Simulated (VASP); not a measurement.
# Y (Immm) in VASP: notebook

Runs on Y. Level: r2SCAN. Tasks: single point.

Everything below comes from runs of VASP 6.6.1. Logs are shortened: lines on timing, memory, paths and dates and some standing lists are left out, and cuts for length are marked.

## Step 1: The cell of the first run

The structure is orthorhombic, space group Immm (No. 71). Conventional cell: a = 3.444 Å, b = 3.585 Å, c = 4.970 Å, α = 90.00°, β = 90.00°, γ = 90.00°. Y (site symmetry mmm) has 12 Y at 3.44 to 3.58 Å within 4.5 Å.

## Step 2: Single point, r2SCAN (strain -0.0400 x Voigt [0, 0, 0, 1, 0, 0])

The input, POSCAR:

```
Y
1.0
    0.0000000000      2.4353000000      2.4353000000
    2.4850000000     -0.0497000000      2.4850000000
    2.4850000000      2.4850000000     -0.0497000000
Y
1
Direct
    0.0000000000      0.0000000000      0.0000000000
```

The input, INCAR.step1:

```
PREC = Accurate
ENCUT = 520
ISMEAR = 0
SIGMA = 0.15
LREAL = F
LASPH = T
NELM = 80
NBANDS = 12
GGA = PE
ALGO = Normal
EDIFF = 1E-4
LWAVE = T
LCHARG = F
```

The input, INCAR.step2:

```
PREC = Accurate
ENCUT = 520
EDIFF = 1E-6
ISMEAR = 0
SIGMA = 0.15
LREAL = F
LASPH = T
NELM = 80
ALGO = Normal
ISIF = 2
LWAVE = F
LCHARG = T
METAGGA = R2SCAN
LMIXTAU = T
LELF = T
LVHAR = T
NBANDS = 12
ISTART = 1
```

The input, KPOINTS:

```
regular mesh
0
Gamma
  16 16 16
```

Potentials or basis: VASP PAW PBE potentials, release 64 (Y_sv).

Command:

```
$ cat potpaw_PBE.64/Y_sv/POTCAR > POTCAR
$ cp INCAR.step1 INCAR
$ mpirun -np 1 vasp_std > vasp.out
$ cp INCAR.step2 INCAR
$ mpirun -np 1 vasp_std > vasp.out
```

OUTCAR:

```text
PREC = Accurate
   ENCUT = 520
   EDIFF = 1E-6
   ISMEAR = 0
   LREAL = F
   LASPH = T
   NELM = 80
   ISIF = 2
   METAGGA = R2SCAN
   ISTART = 1

 ion  position               nearest neighbor table
   1  0.000  0.000  0.000-

  LATTYP: Found a body centered orthorhombic cell.
 ALAT       =     3.4440342884
 B/A-ratio  =     1.0408163265
 C/A-ratio  =     1.4430750636

  Lattice vectors:

 A1 = (  -2.4850000000,   0.0497000000,  -2.4850000000)
 A2 = (  -2.4850000000,  -0.0497000000,   2.4850000000)
 A3 = (   2.4850000000,   2.4850000000,  -0.0497000000)

Analysis of symmetry for initial positions (statically):
=====================================================================
 Subroutine PRICEL returns:
 Original cell was already a primitive cell.

 Routine SETGRP: Setting up the symmetry group for a
 body centered orthorhombic supercell.

 Subroutine GETGRP returns: Found  8 space group operations
 (whereof  8 operations were pure point group operations)
 out of a pool of  8 trial point group operations.

The static configuration has the point symmetry D_2h.

Analysis of symmetry for dynamics (positions and initial velocities):
=====================================================================
 Subroutine PRICEL returns:
 Original cell was already a primitive cell.

 Routine SETGRP: Setting up the symmetry group for a
 body centered orthorhombic supercell.

 Subroutine GETGRP returns: Found  8 space group operations
 (whereof  8 operations were pure point group operations)
 out of a pool of  8 trial point group operations.

The dynamic configuration has the point symmetry D_2h.

 Subroutine INISYM returns: Found  8 space group operations
 (whereof  8 operations are pure point group operations),
 and found     1 'primitive' translations

----------------------------------------------------------------------------------------

                                     Primitive cell

  volume of cell :      30.6786

  direct lattice vectors                    reciprocal lattice vectors
     0.000000000  2.435300000  2.435300000    -0.201207243  0.205313514  0.205313514
     2.485000000 -0.049700000  2.485000000     0.201207243 -0.197262003  0.197262003
     2.485000000  2.485000000 -0.049700000     0.201207243  0.197262003 -0.197262003

  length of vectors
     3.444034288  3.514672117  3.514672117     0.353258592  0.343960682  0.343960682

  position of ions in fractional coordinates (direct lattice)
     0.000000000  0.000000000  0.000000000

  ion indices of the primitive-cell ions
   primitive index   ion index
                 1           1

----------------------------------------------------------------------------------------

 KPOINTS: regular mesh

Automatic generation of k-mesh.
 Grid dimensions read from file:
 generate k-points for:   16   16   16

 Generating k-lattice:

  Cartesian coordinates                     Fractional coordinates (reciprocal lattice)
    -0.012575453  0.012832095  0.012832095     0.062500000  0.000000000  0.000000000
     0.012575453 -0.012328875  0.012328875     0.000000000  0.062500000 -0.000000000
     0.012575453  0.012328875 -0.012328875     0.000000000 -0.000000000  0.062500000

  Length of vectors
     0.022078662  0.021497543  0.021497543

  Shift w.r.t. Gamma in fractional coordinates (k-lattice)
     0.000000000  0.000000000  0.000000000

 Subroutine IBZKPT returns following result:
 ===========================================

 Found    621 irreducible k-points:

 Following reciprocal coordinates:
            Coordinates               Weight
  0.000000  0.000000  0.000000      1.000000
  0.062500  0.000000  0.000000      4.000000
  0.125000  0.000000  0.000000      4.000000
  0.187500  0.000000 -0.000000      4.000000
  0.250000  0.000000  0.000000      4.000000
  0.312500  0.000000  0.000000      4.000000
[... 16 lines left out ...]
 -0.187500  0.062500  0.000000      8.000000
 -0.125000  0.062500 -0.000000      8.000000
 [... further k-points ...]
   k-points           NKPTS =    621   k-points in BZ     NKDIM =    621   number of bands    NBANDS=     12
   number of dos      NEDOS =    301   number of ions     NIONS =      1
   total plane-waves  NPLWV =  21952
   dimension x,y,z NGX =    28 NGY =   28 NGZ =   28
   dimension x,y,z NGXF=    56 NGYF=   56 NGZF=   56
   ions per type =               1
   NGX,Y,Z   is equivalent  to a cutoff of  13.52, 13.24, 13.24 a.u.
   NGXF,Y,Z  is equivalent  to a cutoff of  27.03, 26.49, 26.49 a.u.
 SYSTEM =  unknown system
   PREC   = accura    normal or accurate (medium, high low for compatibility)
   ISTART =      1    job   : 0-new  1-cont  2-samecut
   ICHARG =      0    charge: 1-file 2-atom 10-const
   ISPIN  =      1    spin polarized calculation?
   LNONCOLLINEAR =      F non collinear calculations
   LSORBIT =      F    spin-orbit coupling
   LASPH  =      T    aspherical Exc in radial PAW
   ENCUT  =  520.0 eV  38.22 Ry    6.18 a.u.   6.40  6.53  6.53*2*pi/ulx,y,z
   NELM   =     80;   NELMIN=  2; NELMDL=  0     # of ELM steps
   EDIFF  = 0.1E-05   stopping-criterion for ELM
   LREAL  =      F    real-space projection
   EDIFFG = 0.1E-04   stopping-criterion for IOM
   NSW    =      0    number of steps for IOM
   IBRION =     -1    ionic relax: 0-MD 1-quasi-New 2-CG
   NFREE  =      0    steps in history (QN), initial steepest desc. (CG)
   ISIF   =      2    stress and relaxation
   ISYM   =      2    0-nonsym 1-usesym 2-fastsym
   POTIM  = 0.5000    time-step for ionic-motion
   TEBEG  =    0.0;   TEEND  =   0.0 temperature during run
   PSTRESS=    0.0 pullay stress
   NELECT =      11.0000    total number of electrons
   NUPDOWN=      -1.0000    fix difference up-down
   EMIN   =  10.00;   EMAX   =-10.00  energy-range for DOS
   EFERMI =   0.00;   METHOD = LEGACY
   ISMEAR =     0;   SIGMA  =   0.15  broadening in eV -4-tet -1-fermi 0-gaus
   EFERMI_NEDOS =   21; number of points for ismear=-14 and -15
   IALGO  =     38    algorithm
   IMIX   =      4    mixing-type and parameters
     AMIX     =   0.40;   BMIX     =  1.00
     AMIX_MAG =   1.60;   BMIX_MAG =  1.00
  volume/ion in A,a.u.               =      30.68       207.03
  Fermi-wavevector in a.u.,A,eV,Ry     =   1.163038  2.197823 18.404022  1.352657
  Thomas-Fermi vector in A             =   2.299592
   LORBIT       =      0    0 simple, 1 ext, 2 COOP (PROOUT), +10 PAW based schemes
   METAGGA = R2SCAN    functional components
   LHFCALC =     F    Hartree Fock is set to
   AEXX    =    0.0000 exact exchange contribution
   IVDW    =     0    specifies the selected vdW correction
   LEPSILON=     F    determine dielectric tensor
   LRPA    =     F    only Hartree local field effects (RPA)
 non-spin polarized calculation
 Gauss-broadening in eV      SIGMA  =   0.15
  energy-cutoff  :      520.00
  volume of cell :       30.68
 maximum number of plane-waves:       857
 NGX is ok and might be reduce to    28
   NGX = 13   NGY = 13   NGZ = 13

 number of electron      11.0000000 magnetization

 Free energy of the ion-electron system (eV)
  ---------------------------------------------------
  ext. energy  EPLUGINS =         0.00000000
  ---------------------------------------------------
  free energy    TOTEN  =       -20.20003682 eV

  energy without entropy =      -20.18363894  energy(sigma->0) =      -20.19183788

 E-fermi :   3.4375     XC(G=0): -10.3671

 val. band max:        3.4366691281   @ k =  -0.1875   0.3750  -0.0000
 cond. band min:       3.4376674162   @ k =  -0.2500   0.5000   0.1875
 fundamental gap:      0.0009982882
 Fermi energy:         3.4374772121

 k-point     1 :       0.0000    0.0000    0.0000
  band No.  band energies     occupation
      1     -40.5939      2.00000
      2     -19.5923      2.00000
      3     -19.5793      2.00000
      4     -19.5632      2.00000
      5      -1.6372      2.00000
      6       5.3146      0.00000
      7       5.5230      0.00000
      8       5.7967      0.00000
      9       7.8550      0.00000
     10       7.8605      0.00000
     11      12.9014      0.00000
     12      16.2763      0.00000

 k-point     2 :       0.0625    0.0000    0.0000
  band No.  band energies     occupation
      1     -40.5902      2.00000
      2     -19.6009      2.00000
      3     -19.5958      2.00000
      4     -19.5766      2.00000
      5      -1.5255      2.00000
      6       5.3690      0.00000
      7       5.4872      0.00000
      8       5.7456      0.00000
      9       7.7731      0.00000
     10       7.7863      0.00000
     11      13.1803      0.00000
     12      16.3053      0.00000

 k-point     3 :       0.1250    0.0000    0.0000
  band No.  band energies     occupation
      1     -40.5794      2.00000
      2     -19.6861      2.00000
      3     -19.6057      2.00000
      4     -19.5906      2.00000
      5      -1.2021      2.00000
      6       5.1742      0.00000
      7       5.5060      0.00000
      8       5.8488      0.00000
      9       7.5921      0.00000
     10       7.6211      0.00000
     11      13.8510      0.00000
     12      15.4045      0.00000
[... 286 lines left out ...]
 k-point    23 :      -0.1875    0.0625    0.0000
  band No.  band energies     occupation
      1     -40.5554      2.00000
      2     -19.8639      2.00000
      3     -19.6503      2.00000
      4     -19.6091      2.00000
      5      -0.4308      2.00000
      6       4.5105      0.00000
      7       5.6370      0.00000
      8       6.0810      0.00000
      9       7.1626      0.00000
     10       7.9117      0.00000
     11      13.9083      0.00000
     12      15.7252      0.00000

 k-point    24 :      -0.1250    0.0625   -0.0000
  band No.  band energies     occupation
      1     -40.5724      2.00000
      2     -19.7368      2.00000
      3     -19.6264      2.00000
      4     -19.5920      2.00000
      5      -0.9703      2.00000
      6       4.8805      0.00000
      7       5.6225      0.00000
      8       5.9690      0.00000
      9       7.2817      0.00000
     10       7.8050      0.00000
     11      14.2440      0.00000
     12      15.1753      0.00000

 [... further k-points ...]
[... 5 lines left out ...]
  --------------------------------------------------------------------------------------
  -------------------------------------------------------------------------------------
  Total        0.6586454      0.6656417      0.6656417      0.0000000      0.2535612      0.0000000
  in kB       34.3974949     34.7628735     34.7628735      0.0000000     13.2421342      0.0000000
  external PRESSURE =      34.6410806 kB  Pullay stress =       0.0000000 kB

 VOLUME and BASIS-vectors are now :
 -----------------------------------------------------------------------------
  energy-cutoff  :      520.00
  volume of cell :       30.68
      direct lattice vectors                 reciprocal lattice vectors
     0.000000000  2.435300000  2.435300000    -0.201207243  0.205313514  0.205313514
     2.485000000 -0.049700000  2.485000000     0.201207243 -0.197262003  0.197262003
     2.485000000  2.485000000 -0.049700000     0.201207243  0.197262003 -0.197262003

 POSITION                                       TOTAL-FORCE (eV/Angst)
 -----------------------------------------------------------------------------------
      0.00000      0.00000      0.00000         0.000000      0.000000      0.000000
 -----------------------------------------------------------------------------------
    total drift:                               -0.000000     -0.000000     -0.000000

  FREE ENERGIE OF THE ION-ELECTRON SYSTEM (eV)
  ---------------------------------------------------
  free  energy   TOTEN  =       -20.2000368192 eV

  energy  without entropy=      -20.1836389419  energy(sigma->0) =      -20.19183788
```

Wall time 11 min (1 thread of AMD EPYC 9R45 (Zen 5), shared host); peak memory 0.36 GiB.

What came out:

```
Free energy            : -20.2000 eV
Pressure               : 3.5 GPa
Band gap on the k mesh : zero (an odd number of electrons rules out a gap without spin polarisation)
```

Levels at points of the mesh, in eV from the Fermi level:
```tsv
k point	band 3	band 4	band 5	band 6	band 7	band 8
(0.00, 0.00, 0.00)	-23.02	-23.00	-5.07	1.88	2.09	2.36
(0.50, 0.00, 0.00)	-23.12	-23.12	-2.05	0.78	1.66	2.04
(0.00, 0.50, 0.00)	-23.09	-23.09	-2.10	0.50	1.77	2.16
(0.50, 0.50, 0.00)	-23.27	-23.27	-1.95	-0.97	2.32	5.96
(0.00, 0.50, 0.50)	-23.30	-23.24	-1.96	-0.97	2.31	6.02
```

Caveat: the cell differs from its parent crystal (strain -0.0400 x Voigt [0, 0, 0, 1, 0, 0]); the cell stands under pressure; the PAW data sets were made with another functional, which shifts forces and pressure a little.

(Continued in part 2 of 2.)
